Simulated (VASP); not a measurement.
# PbO (Pm-3m) in VASP: a series of runs

The runs below take PbO through single point, with PBE.

Program: VASP 6.6.1. These are calculated values, not measurements. Logs are shortened: lines on timing, memory, paths and dates and some standing lists are left out, and cuts for length are marked.

### Step 1. The cell of the first run

Symmetry: Pm-3m, No. 221, cubic system. Conventional cell: a = 3.149 Å, b = 3.149 Å, c = 3.149 Å, α = 90.00°, β = 90.00°, γ = 90.00°. Pb (site symmetry m-3m) has 8 O at 2.73 Å and 6 Pb at 3.15 Å within 3.6 Å. Within 3.6 Å of O (site symmetry m-3m) lie 8 Pb at 2.73 Å and 6 O at 3.15 Å.

### Step 2. Single point, PBE (volume changed by -6%)

INCAR

```
PREC = Accurate
ENCUT = 520
EDIFF = 1E-6
ISMEAR = -1
SIGMA = 0.02
LREAL = F
LASPH = T
NELM = 100
ALGO = Normal
ISIF = 2
LWAVE = F
LCHARG = F
GGA = PE
NBANDS = 17
```

KPOINTS

```
regular mesh
0
Gamma
  6 6 6
```

POSCAR

```
PbO
1.0
    3.1492008491      0.0000000000      0.0000000000
    0.0000000000      3.1492008491      0.0000000000
    0.0000000000      0.0000000000      3.1492008491
Pb O
1 1
Direct
    0.0000000000      0.0000000000      0.0000000000
    0.5000000000      0.5000000000      0.5000000000
```

Potentials or basis: VASP PAW PBE potentials, release 64 (Pb_d, O).

Run with:

```
cat potpaw_PBE.64/Pb_d/POTCAR potpaw_PBE.64/O/POTCAR > POTCAR
mpirun -np 1 vasp_std > vasp.out
```

OUTCAR:

```text
PREC = Accurate
   ENCUT = 520
   EDIFF = 1E-6
   ISMEAR = -1
   LREAL = F
   LASPH = T
   NELM = 100
   ISIF = 2
   GGA = PE

 ion  position               nearest neighbor table
   1  0.000  0.000  0.000-   2 2.73   2 2.73   2 2.73   2 2.73   2 2.73   2 2.73   2 2.73   2 2.73

   2  0.500  0.500  0.500-   1 2.73   1 2.73   1 2.73   1 2.73   1 2.73   1 2.73   1 2.73   1 2.73

  LATTYP: Found a simple cubic cell.
 ALAT       =     3.1492008491

  Lattice vectors:

 A1 = (   3.1492008491,   0.0000000000,   0.0000000000)
 A2 = (   0.0000000000,   3.1492008491,   0.0000000000)
 A3 = (   0.0000000000,   0.0000000000,   3.1492008491)

Analysis of symmetry for initial positions (statically):
=====================================================================
 Subroutine PRICEL returns:
 Original cell was already a primitive cell.

 Routine SETGRP: Setting up the symmetry group for a
 simple cubic supercell.

 Subroutine GETGRP returns: Found 48 space group operations
 (whereof 48 operations were pure point group operations)
 out of a pool of 48 trial point group operations.

The static configuration has the point symmetry O_h .

Analysis of symmetry for dynamics (positions and initial velocities):
=====================================================================
 Subroutine PRICEL returns:
 Original cell was already a primitive cell.

 Routine SETGRP: Setting up the symmetry group for a
 simple cubic supercell.

 Subroutine GETGRP returns: Found 48 space group operations
 (whereof 48 operations were pure point group operations)
 out of a pool of 48 trial point group operations.

The dynamic configuration has the point symmetry O_h .

 Subroutine INISYM returns: Found 48 space group operations
 (whereof 48 operations are pure point group operations),
 and found     1 'primitive' translations

----------------------------------------------------------------------------------------

                                     Primitive cell

  volume of cell :      31.2321

  direct lattice vectors                    reciprocal lattice vectors
     3.149200849  0.000000000  0.000000000     0.317540877  0.000000000  0.000000000
     0.000000000  3.149200849  0.000000000     0.000000000  0.317540877  0.000000000
     0.000000000  0.000000000  3.149200849     0.000000000  0.000000000  0.317540877

  length of vectors
     3.149200849  3.149200849  3.149200849     0.317540877  0.317540877  0.317540877

  position of ions in fractional coordinates (direct lattice)
     0.000000000  0.000000000  0.000000000
     0.500000000  0.500000000  0.500000000

  ion indices of the primitive-cell ions
   primitive index   ion index
                 1           1
                 2           2

----------------------------------------------------------------------------------------

 KPOINTS: regular mesh

Automatic generation of k-mesh.
 Grid dimensions read from file:
 generate k-points for:    6    6    6

 Generating k-lattice:

  Cartesian coordinates                     Fractional coordinates (reciprocal lattice)
     0.052923480  0.000000000  0.000000000     0.166666667  0.000000000  0.000000000
     0.000000000  0.052923480  0.000000000     0.000000000  0.166666667  0.000000000
     0.000000000  0.000000000  0.052923480     0.000000000  0.000000000  0.166666667

  Length of vectors
     0.052923480  0.052923480  0.052923480

  Shift w.r.t. Gamma in fractional coordinates (k-lattice)
     0.000000000  0.000000000  0.000000000

 Subroutine IBZKPT returns following result:
 ===========================================

 Found     20 irreducible k-points:

 Following reciprocal coordinates:
            Coordinates               Weight
  0.000000  0.000000  0.000000      1.000000
  0.166667  0.000000  0.000000      6.000000
  0.333333  0.000000  0.000000      6.000000
  0.500000  0.000000  0.000000      3.000000
  0.166667  0.166667  0.000000     12.000000
  0.333333  0.166667  0.000000     24.000000
[... 12 lines left out ...]
  0.500000  0.500000  0.333333      6.000000
  0.500000  0.500000  0.500000      1.000000
   k-points           NKPTS =     20   k-points in BZ     NKDIM =     20   number of bands    NBANDS=     17
   number of dos      NEDOS =    301   number of ions     NIONS =      2
   total plane-waves  NPLWV =  13824
   dimension x,y,z NGX =    24 NGY =   24 NGZ =   24
   dimension x,y,z NGXF=    48 NGYF=   48 NGZF=   48
   ions per type =               1   1
   NGX,Y,Z   is equivalent  to a cutoff of  12.67, 12.67, 12.67 a.u.
   NGXF,Y,Z  is equivalent  to a cutoff of  25.34, 25.34, 25.34 a.u.
 SYSTEM =  unknown system
   PREC   = accura    normal or accurate (medium, high low for compatibility)
   ISTART =      0    job   : 0-new  1-cont  2-samecut
   ICHARG =      2    charge: 1-file 2-atom 10-const
   ISPIN  =      1    spin polarized calculation?
   LNONCOLLINEAR =      F non collinear calculations
   LSORBIT =      F    spin-orbit coupling
   LASPH  =      T    aspherical Exc in radial PAW
   ENCUT  =  520.0 eV  38.22 Ry    6.18 a.u.   5.86  5.86  5.86*2*pi/ulx,y,z
   NELM   =    100;   NELMIN=  2; NELMDL= -5     # of ELM steps
   EDIFF  = 0.1E-05   stopping-criterion for ELM
   LREAL  =      F    real-space projection
   EDIFFG = 0.1E-04   stopping-criterion for IOM
   NSW    =      0    number of steps for IOM
   IBRION =     -1    ionic relax: 0-MD 1-quasi-New 2-CG
   NFREE  =      0    steps in history (QN), initial steepest desc. (CG)
   ISIF   =      2    stress and relaxation
   ISYM   =      2    0-nonsym 1-usesym 2-fastsym
   POTIM  = 0.5000    time-step for ionic-motion
   TEBEG  =    0.0;   TEEND  =   0.0 temperature during run
   PSTRESS=    0.0 pullay stress
   NELECT =      20.0000    total number of electrons
   NUPDOWN=      -1.0000    fix difference up-down
   EMIN   =  10.00;   EMAX   =-10.00  energy-range for DOS
   EFERMI =   0.00;   METHOD = LEGACY
   ISMEAR =    -1;   SIGMA  =   0.02  broadening in eV -4-tet -1-fermi 0-gaus
   EFERMI_NEDOS =   21; number of points for ismear=-14 and -15
   IALGO  =     38    algorithm
   IMIX   =      4    mixing-type and parameters
     AMIX     =   0.40;   BMIX     =  1.00
     AMIX_MAG =   1.60;   BMIX_MAG =  1.00
  volume/ion in A,a.u.               =      15.62       105.38
[... 23 lines left out ...]

  energy without entropy =       -9.71548438  energy(sigma->0) =       -9.71548438

 E-fermi :   7.6921     XC(G=0): -11.4779

 val. band max:        7.3151918539   @ k =   0.3333   0.1667   0.0000
 cond. band min:       8.0133569612   @ k =   0.5000   0.0000   0.0000
 fundamental gap:      0.6981651072
 Fermi energy:         7.6920819220

 k-point     1 :       0.0000    0.0000    0.0000
  band No.  band energies     occupation
      1      -9.8623      2.00000
      2      -9.2893      2.00000
      3      -9.2893      2.00000
      4      -8.5310      2.00000
      5      -8.5310      2.00000
      6      -8.5310      2.00000
[... 9 lines left out ...]
     16      25.6345      0.00000
     17      26.5646      0.00000

 k-point     2 :       0.1667    0.0000    0.0000
  band No.  band energies     occupation
      1      -9.6832      2.00000
      2      -9.2793      2.00000
      3      -9.1598      2.00000
      4      -8.5848      2.00000
      5      -8.5848      2.00000
      6      -8.5265      2.00000
[... 9 lines left out ...]
     16      24.6314      0.00000
     17      26.1133      0.00000

 k-point     3 :       0.3333    0.0000    0.0000
  band No.  band energies     occupation
      1      -9.2880      2.00000
      2      -9.2591      2.00000
      3      -8.9053      2.00000
      4      -8.6903      2.00000
      5      -8.6903      2.00000
      6      -8.5175      2.00000
[... 9 lines left out ...]
     16      22.6363      0.00000
     17      26.2244      0.00000

 k-point     4 :       0.5000    0.0000    0.0000
  band No.  band energies     occupation
      1      -9.2490      2.00000
      2      -9.0460      2.00000
      3      -8.8051      2.00000
      4      -8.7420      2.00000
      5      -8.7420      2.00000
      6      -8.5131      2.00000
[... 9 lines left out ...]
     16      24.8663      0.00000
     17      24.9276      0.00000

 k-point     5 :       0.1667    0.1667    0.0000
  band No.  band energies     occupation
      1      -9.5839      2.00000
      2      -9.2123      2.00000
      3      -9.0849      2.00000
      4      -8.5841      2.00000
      5      -8.5734      2.00000
      6      -8.5665      2.00000
[... 9 lines left out ...]
     16      23.4902      0.00000
     17      25.5914      0.00000

 k-point     6 :       0.3333    0.1667    0.0000
  band No.  band energies     occupation
      1      -9.4457      2.00000
      2      -9.1747      2.00000
      3      -8.8453      2.00000
      4      -8.6815      2.00000
      5      -8.5664      2.00000
      6      -8.4286      2.00000
[... 9 lines left out ...]
     16      24.5410      0.00000
     17      24.5920      0.00000

 k-point     7 :       0.5000    0.1667    0.0000
  band No.  band energies     occupation
      1      -9.4104      2.00000
      2      -9.1624      2.00000
      3      -8.7315      2.00000
      4      -8.7239      2.00000
      5      -8.5605      2.00000
      6      -8.3029      2.00000
[... 9 lines left out ...]
     16      23.5806      0.00000
     17      25.9169      0.00000

 k-point     8 :       0.3333    0.3333    0.0000
  band No.  band energies     occupation
      1      -9.6553      2.00000
      2      -9.0804      2.00000
      3      -8.6682      2.00000
      4      -8.6579      2.00000
      5      -8.6255      2.00000
      6      -8.0108      2.00000
[... 9 lines left out ...]
     16      24.1990      0.00000
     17      24.6365      0.00000
[... 123 lines left out ...]
      1      -9.6355      2.00000
      2      -8.8958      2.00000
      3      -8.8045      2.00000
      4      -8.7260      2.00000
      5      -8.4876      2.00000
      6      -7.8410      2.00000
[... 9 lines left out ...]
     16      22.8645      0.00000
     17      26.1132      0.00000

 k-point    16 :       0.5000    0.5000    0.1667
  band No.  band energies     occupation
      1      -9.7143      2.00000
      2      -8.8557      2.00000
      3      -8.7784      2.00000
      4      -8.7784      2.00000
      5      -8.3605      2.00000
      6      -7.7277      2.00000
[... 9 lines left out ...]
     16      22.1606      0.00000
     17      27.3426      0.00000

 k-point    17 :       0.3333    0.3333    0.3333
  band No.  band energies     occupation
      1      -9.4539      2.00000
      2      -8.8704      2.00000
      3      -8.8704      2.00000
      4      -8.6051      2.00000
      5      -8.6051      2.00000
      6      -7.9511      2.00000
[... 9 lines left out ...]
     16      21.0462      0.00000
     17      28.6863      0.00000

 k-point    18 :       0.5000    0.3333    0.3333
  band No.  band energies     occupation
      1      -9.4193      2.00000
      2      -8.9367      2.00000
      3      -8.8635      2.00000
      4      -8.6000      2.00000
      5      -8.4463      2.00000
      6      -7.9707      2.00000
[... 9 lines left out ...]
     16      21.6553      0.00000
     17      28.2503      0.00000

 k-point    19 :       0.5000    0.5000    0.3333
  band No.  band energies     occupation
      1      -9.3357      2.00000
      2      -8.9294      2.00000
      3      -8.9294      2.00000
      4      -8.5218      2.00000
      5      -8.3545      2.00000
      6      -8.0838      2.00000
[... 9 lines left out ...]
     16      21.3751      0.00000
     17      27.6820      0.00000

 k-point    20 :       0.5000    0.5000    0.5000
  band No.  band energies     occupation
      1      -9.0021      2.00000
      2      -9.0021      2.00000
      3      -9.0021      2.00000
      4      -8.4064      2.00000
      5      -8.3515      2.00000
      6      -8.3515      2.00000
[... 9 lines left out ...]
     16      21.2162      0.00000
     17      26.8010      0.00000

------------------------ aborting loop because EDIFF is reached ----------------------------------------

  FORCE on cell =-STRESS in cart. coord.  units (eV):
  Direction    XX          YY          ZZ          XY          YZ          ZX
  --------------------------------------------------------------------------------------
  -------------------------------------------------------------------------------------
  Total        1.2706687      1.2706687      1.2706687      0.0000000      0.0000000      0.0000000
  in kB       65.1841250     65.1841250     65.1841250      0.0000000      0.0000000      0.0000000
  external PRESSURE =      65.1841250 kB  Pullay stress =       0.0000000 kB

 VOLUME and BASIS-vectors are now :
 -----------------------------------------------------------------------------
  energy-cutoff  :      520.00
  volume of cell :       31.23
      direct lattice vectors                 reciprocal lattice vectors
     3.149200849  0.000000000  0.000000000     0.317540877  0.000000000  0.000000000
     0.000000000  3.149200849  0.000000000     0.000000000  0.317540877  0.000000000
     0.000000000  0.000000000  3.149200849     0.000000000  0.000000000  0.317540877

 POSITION                                       TOTAL-FORCE (eV/Angst)
 -----------------------------------------------------------------------------------
      0.00000      0.00000      0.00000         0.000000      0.000000      0.000000
      1.57460      1.57460      1.57460         0.000000      0.000000      0.000000
 -----------------------------------------------------------------------------------
    total drift:                                0.000000      0.000000     -0.000000

  FREE ENERGIE OF THE ION-ELECTRON SYSTEM (eV)
  ---------------------------------------------------
  free  energy   TOTEN  =        -9.7154843812 eV

  energy  without entropy=       -9.7154843791  energy(sigma->0) =       -9.71548438
```

Run time: 5.3 s. Hardware: 1 thread of Intel Xeon 6975P-C, shared host; peak memory 0.14 GiB.

Results:

| Item | Value |
| --- | --- |
| Free energy | -9.7155 eV |
| Pressure | 6.5 GPa |
| Band gap on the k mesh | 0.70 eV, indirect (least direct gap 0.81 eV) |

Caveat: the cell differs from its parent crystal (volume changed by -6%); spin-orbit coupling is left out, which moves the levels of the heavy elements. A k mesh can miss the band edges.

### Step 3. Single point, PBE

This run uses another cell than the first one, of 16.61 Å³/atom, 1.064 times its volume.

INCAR

```
ALGO = Normal
EDIFF = 1E-7
ENCUT = 520
GGA = PE
ISIF = 2
ISMEAR = -1
LASPH = T
LCHARG = F
LREAL = F
LWAVE = F
NBANDS = 17
NELM = 100
PREC = Accurate
SIGMA = 0.02
```

KPOINTS

```
k-points
0
Gamma
  6 6 6
```

POSCAR

```
PbO
1.0
    3.2148279983      0.0000000000      0.0000000000
    0.0000000000      3.2148279983      0.0000000000
    0.0000000000      0.0000000000      3.2148279983
Pb O
1 1
Direct
    0.0000000000      0.0000000000      0.0000000000
    0.5000000000      0.5000000000      0.5000000000
```

Potentials or basis: VASP PAW PBE potentials, release 64 (Pb_d, O).

Run with:

```
cat potpaw_PBE.64/Pb_d/POTCAR potpaw_PBE.64/O/POTCAR > POTCAR
mpirun -np 1 vasp_std > vasp.out
```

Wall time 4.7 s (1 thread of Intel Xeon 6975P-C, shared host); peak memory 0.14 GiB.

It converged, with:

* Free energy: -9.7554 eV
* Pressure: -0.1 GPa
* Band gap on the k mesh: 0.58 eV, indirect (least direct gap 0.70 eV)

Levels at points of the mesh, in eV from the valence-band top:
| k point | band 6 | band 7 | band 8 | band 9 | band 10 | band 11 | band 12 | band 13 | band 14 | band 15 |
| --- | --- | --- | --- | --- | --- | --- | --- | --- | --- | --- |
| (0.00, 0.00, 0.00) | -15.88 | -8.05 | -1.38 | -1.38 | -1.38 | 8.70 | 8.70 | 8.70 | 9.95 | 9.95 |
| (0.50, 0.00, 0.00) | -15.87 | -8.67 | -0.61 | -0.61 | -0.12 | 0.58 | 7.98 | 7.98 | 11.34 | 13.38 |
| (0.50, 0.50, 0.00) | -14.93 | -5.67 | -4.08 | -4.08 | -0.60 | 4.18 | 4.18 | 9.98 | 10.74 | 16.34 |
| (0.50, 0.50, 0.50) | -15.53 | -3.22 | -1.83 | -1.83 | -1.83 | 1.08 | 1.08 | 1.08 | 13.38 | 13.38 |

Caveat: spin-orbit coupling is left out, which moves the levels of the heavy elements.

### Step 4. Single point, PBE (volume changed by -3%)

INCAR

```
PREC = Accurate
ENCUT = 520
EDIFF = 1E-7
ISMEAR = -1
SIGMA = 0.02
LREAL = False
LASPH = True
NELM = 100
ALGO = Normal
ISIF = 2
LWAVE = False
LCHARG = True
GGA = PE
LELF = True
LVHAR = True
NBANDS = 17
```

KPOINTS

```
Automatic mesh
0
Gamma
  6 6 6
```

POSCAR

```
PbO
1.0
    3.1823527679      0.0000000000      0.0000000000
    0.0000000000      3.1823527679      0.0000000000
    0.0000000000      0.0000000000      3.1823527679
Pb O
1 1
Direct
    0.0000000000      0.0000000000      0.0000000000
    0.5000000000      0.5000000000      0.5000000000
```

Run with:

```
cat potpaw_PBE.64/Pb_d/POTCAR potpaw_PBE.64/O/POTCAR > POTCAR
mpirun -np 1 vasp_std > vasp.out
```

Wall time 4.9 s (1 thread of Intel Xeon 6975P-C, shared host); peak memory 0.14 GiB.

The run converged. Its results:

| Property | Result |
| --- | --- |
| Free energy | -9.7458 eV |
| Pressure | 2.9 GPa |
| Band gap on the k mesh | 0.64 eV, indirect (least direct gap 0.75 eV) |

Levels at points of the mesh, in eV from the valence-band top:
```
           k point  band 7  band 8  band 9  band 10  band 11  band 12  band 13  band 14
(0.00, 0.00, 0.00)   -8.05   -1.49   -1.49    -1.49     8.95     8.95     8.95    10.06
(0.50, 0.00, 0.00)   -8.80   -0.68   -0.68    -0.12     0.64     8.16     8.16    11.33
(0.50, 0.50, 0.00)   -5.62   -4.27   -4.27    -0.68     4.28     4.28    10.15    11.10
(0.50, 0.50, 0.50)   -3.03   -1.94   -1.94    -1.94     1.05     1.05     1.05    13.63
```

Caveat: the cell differs from its parent crystal (volume changed by -3%); spin-orbit coupling is left out, which moves the levels of the heavy elements.

### Step 5. Single point, PBE (volume changed by +3%)

INCAR

```
SYSTEM = PbO
  PREC = Accurate
  ENCUT = 520
  EDIFF = 1E-6
  ISMEAR = -1
  SIGMA = 0.02
  LREAL = .False.
  LASPH = .True.
  NELM = 60
  ALGO = Normal
  ISIF = 2
  LWAVE = .False.
  LCHARG = .False.
  GGA = PE
  NBANDS = 17
```

KPOINTS

```
regular mesh
0
Gamma
  6 6 6
  0 0 0
```

POSCAR

```
PbO
1.0
    3.2466600487      0.0000000000      0.0000000000
    0.0000000000      3.2466600487      0.0000000000
    0.0000000000      0.0000000000      3.2466600487
Pb O
1 1
Direct
    0.0000000000      0.0000000000      0.0000000000
    0.5000000000      0.5000000000      0.5000000000
```

Run with:

```
cat potpaw_PBE.64/Pb_d/POTCAR potpaw_PBE.64/O/POTCAR > POTCAR
mpirun -np 1 vasp_std > vasp.out
```

It took 5.7 s on 1 thread of Intel Xeon 6975P-C, shared host; peak memory 0.14 GiB.

The run converged. Its results:

- Free energy: -9.7474 eV
- Pressure: -2.7 GPa
- Band gap on the k mesh: 0.53 eV, indirect (least direct gap 0.65 eV)

Levels at points of the mesh, in eV from the valence-band top:
```tsv
k point	band 7	band 8	band 9	band 10	band 11	band 12	band 13	band 14
(0.00, 0.00, 0.00)	-8.06	-1.29	-1.29	-1.29	8.45	8.45	8.45	9.85
(0.50, 0.00, 0.00)	-8.56	-0.56	-0.56	-0.12	0.53	7.80	7.80	11.35
(0.50, 0.50, 0.00)	-5.72	-3.90	-3.90	-0.53	4.08	4.08	9.83	10.40
(0.50, 0.50, 0.50)	-3.41	-1.73	-1.73	-1.73	1.10	1.10	1.10	13.13
```

Caveat: the cell differs from its parent crystal (volume changed by +3%); spin-orbit coupling is left out, which moves the levels of the heavy elements. A k mesh can miss the band edges.

### Step 6. The runs side by side

| cell | gap on the mesh (eV) | pressure (GPa) |
| --- | --- | --- |
| a = 3.149 Å, 2 atoms | 0.70 | 6.5 |
| a = 3.215 Å, 2 atoms | 0.58 | -0.1 |
| a = 3.182 Å, 2 atoms | 0.64 | 2.9 |
| a = 3.247 Å, 2 atoms | 0.53 | -2.7 |

Alike in all rows: task single point; level PBE; potentials or basis VASP PAW PBE potentials, release 64 (Pb_d, O); no spin polarisation; k mesh 6 × 6 × 6; cutoff (eV) 520; smearing fermi-dirac 0.02 eV.

Caveats: spin-orbit coupling is left out, which moves the levels of the heavy elements.

Absolute energies hang on the potentials; compare differences alone.
